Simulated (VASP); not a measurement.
# W3N4 (Pm-3m) in VASP: further runs, part 2 of 2

VASP 6.6.1. Earlier steps stand in the parts before.

## (5) Single point, PBE

INCAR

```
SYSTEM = W3N4
  ALGO = Normal
  EDIFF = 1E-6
  ENCUT = 520
  GGA = PE
  ISIF = 2
  ISMEAR = 0
  LASPH = .True.
  LCHARG = .True.
  LELF = .True.
  LREAL = .False.
  LVHAR = .True.
  LWAVE = .False.
  NBANDS = 40
  NELM = 60
  PREC = Accurate
  SIGMA = 0.1
```

KPOINTS

```
Automatic mesh
0
Gamma
  6 6 6
  0.5 0.5 0.5
```

POSCAR

```
W3N4
1.0
    4.1220000000      0.0000000000      0.0000000000
    0.0000000000      4.1220000000      0.0000000000
    0.0000000000      0.0000000000      4.1220000000
W N
3 4
Direct
    0.5000000000      0.5000000000      0.0000000000
    0.0000000000      0.5000000000      0.5000000000
    0.5000000000      0.0000000000      0.5000000000
    0.5000000000      0.5000000000      0.5000000000
    0.5000000000      0.0000000000      0.0000000000
    0.0000000000      0.5000000000      0.0000000000
    0.0000000000      0.0000000000      0.5000000000
```

Potentials or basis: VASP PAW PBE potentials, release 64 (W_sv, N).

Started as:

```
$ cat potpaw_PBE.64/W_sv/POTCAR potpaw_PBE.64/N/POTCAR > POTCAR
$ mpirun -np 1 vasp_std > vasp.out
```

OUTCAR:

```text
SYSTEM = W3N4
   EDIFF = 1E-6
   ENCUT = 520
   GGA = PE
   ISIF = 2
   ISMEAR = 0
   LASPH = .True.
   LREAL = .False.
   NELM = 60
   PREC = Accurate

 ion  position               nearest neighbor table
   1  0.500  0.500  0.000-   4 2.06   5 2.06   6 2.06   4 2.06   5 2.06   6 2.06   3 2.91   3 2.91
                             3 2.91   2 2.91   3 2.91   2 2.91   2 2.91   2 2.91
   2  0.000  0.500  0.500-   4 2.06   6 2.06   7 2.06   6 2.06   7 2.06   4 2.06   3 2.91   3 2.91
                             1 2.91   1 2.91   3 2.91   1 2.91   1 2.91   3 2.91
   3  0.500  0.000  0.500-   4 2.06   5 2.06   7 2.06   5 2.06   4 2.06   7 2.06   2 2.91   1 2.91
                             2 2.91   1 2.91   1 2.91   2 2.91   1 2.91   2 2.91
   4  0.500  0.500  0.500-   1 2.06   2 2.06   3 2.06   1 2.06   3 2.06   2 2.06
   5  0.500  0.000  0.000-   1 2.06   3 2.06   3 2.06   1 2.06
   6  0.000  0.500  0.000-   1 2.06   2 2.06   2 2.06   1 2.06
   7  0.000  0.000  0.500-   2 2.06   3 2.06   2 2.06   3 2.06

  LATTYP: Found a simple cubic cell.
 ALAT       =     4.1220000000

  Lattice vectors:

 A1 = (   4.1220000000,   0.0000000000,   0.0000000000)
 A2 = (   0.0000000000,   4.1220000000,   0.0000000000)
 A3 = (   0.0000000000,   0.0000000000,   4.1220000000)

Analysis of symmetry for initial positions (statically):
=====================================================================
 Subroutine PRICEL returns:
 Original cell was already a primitive cell.

 Routine SETGRP: Setting up the symmetry group for a
 simple cubic supercell.

 Subroutine GETGRP returns: Found 48 space group operations
 (whereof 48 operations were pure point group operations)
 out of a pool of 48 trial point group operations.

The static configuration has the point symmetry O_h .

Analysis of symmetry for dynamics (positions and initial velocities):
=====================================================================
 Subroutine PRICEL returns:
 Original cell was already a primitive cell.

 Routine SETGRP: Setting up the symmetry group for a
 simple cubic supercell.

 Subroutine GETGRP returns: Found 48 space group operations
 (whereof 48 operations were pure point group operations)
 out of a pool of 48 trial point group operations.

The dynamic configuration has the point symmetry O_h .

 Subroutine INISYM returns: Found 48 space group operations
 (whereof 48 operations are pure point group operations),
 and found     1 'primitive' translations

----------------------------------------------------------------------------------------

                                     Primitive cell

  volume of cell :      70.0364

  direct lattice vectors                    reciprocal lattice vectors
     4.122000000  0.000000000  0.000000000     0.242600679  0.000000000  0.000000000
     0.000000000  4.122000000  0.000000000     0.000000000  0.242600679  0.000000000
     0.000000000  0.000000000  4.122000000     0.000000000  0.000000000  0.242600679

  length of vectors
     4.122000000  4.122000000  4.122000000     0.242600679  0.242600679  0.242600679

  position of ions in fractional coordinates (direct lattice)
     0.500000000  0.500000000  0.000000000
     0.000000000  0.500000000  0.500000000
     0.500000000  0.000000000  0.500000000
     0.500000000  0.500000000  0.500000000
     0.500000000  0.000000000  0.000000000
[... 46 lines left out ...]
  0.416667  0.416667  0.083333     24.000000
  0.250000  0.250000  0.250000      8.000000
  0.416667  0.250000  0.250000     24.000000
  0.416667  0.416667  0.250000     24.000000
  0.416667  0.416667  0.416667      8.000000
   k-points           NKPTS =     10   k-points in BZ     NKDIM =     10   number of bands    NBANDS=     40
   number of dos      NEDOS =    301   number of ions     NIONS =      7
   total plane-waves  NPLWV =  32768
   dimension x,y,z NGX =    32 NGY =   32 NGZ =   32
   dimension x,y,z NGXF=    64 NGYF=   64 NGZF=   64
   ions per type =               3   4
   NGX,Y,Z   is equivalent  to a cutoff of  12.91, 12.91, 12.91 a.u.
   NGXF,Y,Z  is equivalent  to a cutoff of  25.81, 25.81, 25.81 a.u.
 SYSTEM =  W3N4
   PREC   = accura    normal or accurate (medium, high low for compatibility)
   ISTART =      0    job   : 0-new  1-cont  2-samecut
   ICHARG =      2    charge: 1-file 2-atom 10-const
   ISPIN  =      1    spin polarized calculation?
   LNONCOLLINEAR =      F non collinear calculations
   LSORBIT =      F    spin-orbit coupling
   LASPH  =      T    aspherical Exc in radial PAW
   ENCUT  =  520.0 eV  38.22 Ry    6.18 a.u.   7.66  7.66  7.66*2*pi/ulx,y,z
   NELM   =     60;   NELMIN=  2; NELMDL= -5     # of ELM steps
   EDIFF  = 0.1E-05   stopping-criterion for ELM
   LREAL  =      F    real-space projection
   EDIFFG = 0.1E-04   stopping-criterion for IOM
   NSW    =      0    number of steps for IOM
   IBRION =     -1    ionic relax: 0-MD 1-quasi-New 2-CG
   NFREE  =      0    steps in history (QN), initial steepest desc. (CG)
   ISIF   =      2    stress and relaxation
   ISYM   =      2    0-nonsym 1-usesym 2-fastsym
   POTIM  = 0.5000    time-step for ionic-motion
   TEBEG  =    0.0;   TEEND  =   0.0 temperature during run
   PSTRESS=    0.0 pullay stress
   NELECT =      62.0000    total number of electrons
   NUPDOWN=      -1.0000    fix difference up-down
   EMIN   =  10.00;   EMAX   =-10.00  energy-range for DOS
   EFERMI =   0.00;   METHOD = LEGACY
   ISMEAR =     0;   SIGMA  =   0.10  broadening in eV -4-tet -1-fermi 0-gaus
   EFERMI_NEDOS =   21; number of points for ismear=-14 and -15
   IALGO  =     38    algorithm
   IMIX   =      4    mixing-type and parameters
     AMIX     =   0.40;   BMIX     =  1.00
     AMIX_MAG =   1.60;   BMIX_MAG =  1.00
  volume/ion in A,a.u.               =      10.01        67.52
  Fermi-wavevector in a.u.,A,eV,Ry     =   1.571921  2.970500 33.619124  2.470936
  Thomas-Fermi vector in A             =   2.673433
   LORBIT       =      0    0 simple, 1 ext, 2 COOP (PROOUT), +10 PAW based schemes
   GGA     = PE    functional components
   LHFCALC =     F    Hartree Fock is set to
   AEXX    =    0.0000 exact exchange contribution
   IVDW    =     0    specifies the selected vdW correction
   LEPSILON=     F    determine dielectric tensor
   LRPA    =     F    only Hartree local field effects (RPA)
 non-spin polarized calculation
 Gauss-broadening in eV      SIGMA  =   0.10
  energy-cutoff  :      520.00
  volume of cell :       70.04
 maximum number of plane-waves:      1899
 NGX is ok and might be reduce to    32
   NGX = 15   NGY = 15   NGZ = 15

 number of electron      62.0000007 magnetization

 Free energy of the ion-electron system (eV)
  ---------------------------------------------------
  ext. energy  EPLUGINS =         0.00000000
  ---------------------------------------------------
  free energy    TOTEN  =       -72.20926796 eV

  energy without entropy =      -72.19742909  energy(sigma->0) =      -72.20334852

 E-fermi :  11.3758     XC(G=0): -13.3810

 val. band max:       11.3557258230   @ k =   0.0833   0.0833   0.0833
 cond. band min:      11.4765135119   @ k =   0.2500   0.2500   0.0833
 fundamental gap:      0.1207876889
 Fermi energy:        11.3757629067

 k-point     1 :       0.0833    0.0833    0.0833
  band No.  band energies     occupation
      1     -64.1762      2.00000
      2     -64.0936      2.00000
      3     -64.0936      2.00000
      4     -28.8973      2.00000
      5     -28.8417      2.00000
      6     -28.8417      2.00000
[... 419 lines left out ...]
     39      18.2564      0.00000
     40      18.3172      0.00000

------------------------ aborting loop because EDIFF is reached ----------------------------------------

  FORCE on cell =-STRESS in cart. coord.  units (eV):
  Direction    XX          YY          ZZ          XY          YZ          ZX
  --------------------------------------------------------------------------------------
  -------------------------------------------------------------------------------------
  Total       12.6399912     12.6399912     12.6399912      0.0000000     -0.0000000      0.0000000
  in kB      289.1567869    289.1567869    289.1567869      0.0000000     -0.0000000      0.0000000
  external PRESSURE =     289.1567869 kB  Pullay stress =       0.0000000 kB

 VOLUME and BASIS-vectors are now :
 -----------------------------------------------------------------------------
  energy-cutoff  :      520.00
  volume of cell :       70.04
      direct lattice vectors                 reciprocal lattice vectors
     4.122000000  0.000000000  0.000000000     0.242600679  0.000000000  0.000000000
     0.000000000  4.122000000  0.000000000     0.000000000  0.242600679  0.000000000
     0.000000000  0.000000000  4.122000000     0.000000000  0.000000000  0.242600679

 POSITION                                       TOTAL-FORCE (eV/Angst)
 -----------------------------------------------------------------------------------
      2.06100      2.06100      0.00000         0.000000      0.000000      0.000000
      0.00000      2.06100      2.06100         0.000000      0.000000      0.000000
      2.06100      0.00000      2.06100         0.000000      0.000000      0.000000
      2.06100      2.06100      2.06100         0.000000      0.000000      0.000000
      2.06100      0.00000      0.00000         0.000000      0.000000      0.000000
      0.00000      2.06100      0.00000         0.000000      0.000000      0.000000
      0.00000      0.00000      2.06100         0.000000      0.000000      0.000000
 -----------------------------------------------------------------------------------
    total drift:                                0.000000     -0.000000     -0.000000

  FREE ENERGIE OF THE ION-ELECTRON SYSTEM (eV)
  ---------------------------------------------------
  free  energy   TOTEN  =       -72.2092679557 eV

  energy  without entropy=      -72.1974290893  energy(sigma->0) =      -72.20334852
```

Run time: 40 s. Hardware: 1 thread of Intel Xeon 8259CL, shared host; peak memory 0.18 GiB.

Results:

```yaml
Free_energy: -72.2093 eV
Pressure: 28.9 GPa
Band_gap_on_the_k_mesh: zero (band 31 reaches 12.61 eV, above the bottom of band 32 at 10.71 eV)
```

Caveat: spin-orbit coupling is left out, which moves the levels of the heavy elements.

## (6) Summary

```csv
k mesh,gap on the mesh (eV),pressure (GPa)
4 × 4 × 4,none,30.4
"4 × 4 × 4, shifted",none,28.3
6 × 6 × 6,none,29.4
"6 × 6 × 6, shifted",none,28.9
```

Alike in all rows: task single point; level PBE; potentials or basis VASP PAW PBE potentials, release 64 (W_sv, N); no spin polarisation; cell as given; cutoff (eV) 520; smearing gaussian 0.1 eV.

Caveats: some runs use coarse meshes; spin-orbit coupling is left out, which moves the levels of the heavy elements.

Absolute energies hang on the potentials; compare differences alone.
